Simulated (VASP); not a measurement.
# Cd4SeS3: single point with PBE

Cd4SeS3:

```xyz
8
Lattice="6.0012 0.0016 -0.0010 0.0020 5.9739 0.0014 -0.0011 0.0015 6.0139" Properties=species:S:1:pos:R:3 pbc="T T T"
Cd    1.4591    4.5266    1.4703
Cd    1.4692    1.4597    4.5471
Cd    4.5350    4.5096    4.5469
Cd    4.5399    1.4589    1.4636
Se    2.9993    2.9881    3.0005
S     3.0027   -0.0014   -0.0004
S    -0.0039    0.0023    3.0131
S     0.0052    2.9868    0.0016
```

| Quantity | Value |
| --- | --- |
| Program | VASP 6.6.1 |
| Task | single point |
| Functional | PBE |
| Potentials or basis | VASP PAW PBE potentials, release 64 (Cd, Se, S) |
| Cutoff | 520 eV |
| k mesh | 2 × 2 × 2 |
| Occupations | gaussian, width 0.1 eV |
| Spin | no spin polarisation |

```
Pressure               : 0.3 GPa
Largest force          : 0.024 eV/Å
Band gap on the k mesh : 0.84 eV, direct
```

Forces in eV/Å, atoms in the order of the input:
```
Cd   0.017 -0.015  0.008
Cd   0.004  0.006 -0.013
Cd  -0.008  0.003 -0.013
Cd  -0.011  0.005  0.013
Se   0.000  0.001  0.006
S    0.000  0.000  0.001
S    0.001  0.001 -0.002
S   -0.001 -0.001  0.000
```

Stress tensor (GPa, compression positive):
```
 0.30 -0.03  0.01
-0.03  0.38 -0.01
 0.01 -0.01  0.25
```

Levels at points of the mesh, in eV from the valence-band top:
| k point | band 34 | band 35 | band 36 | band 37 | band 38 | band 39 |
| --- | --- | --- | --- | --- | --- | --- |
| (0.00, 0.00, 0.00) | -0.02 | -0.01 | 0.00 | 0.84 | 3.28 | 3.58 |
| (0.50, 0.00, 0.00) | -1.08 | -0.82 | -0.81 | 3.31 | 3.35 | 4.61 |
| (0.00, 0.50, 0.00) | -1.09 | -0.83 | -0.83 | 3.32 | 3.35 | 4.59 |
| (0.50, 0.50, 0.00) | -0.80 | -0.59 | -0.58 | 3.92 | 3.92 | 3.95 |
| (0.00, 0.00, 0.50) | -1.08 | -0.81 | -0.80 | 3.30 | 3.34 | 4.62 |
| (0.50, 0.00, 0.50) | -0.82 | -0.61 | -0.61 | 3.90 | 3.91 | 3.94 |
| (0.00, 0.50, 0.50) | -0.81 | -0.59 | -0.59 | 3.91 | 3.92 | 3.94 |
| (0.50, 0.50, 0.50) | -0.51 | -0.50 | -0.49 | 2.68 | 2.68 | 2.68 |

It took 92 s on 1 thread of Intel(R) Xeon(R) Platinum 8259CL CPU @ 2.50GHz (Skylake/Cascade Lake), with other jobs on the host, peak memory 0.34 GiB.

Caveat: the k points lie up to 0.53 Å⁻¹ apart. A hybrid or GW would open this gap; PBE tends to underestimate it.
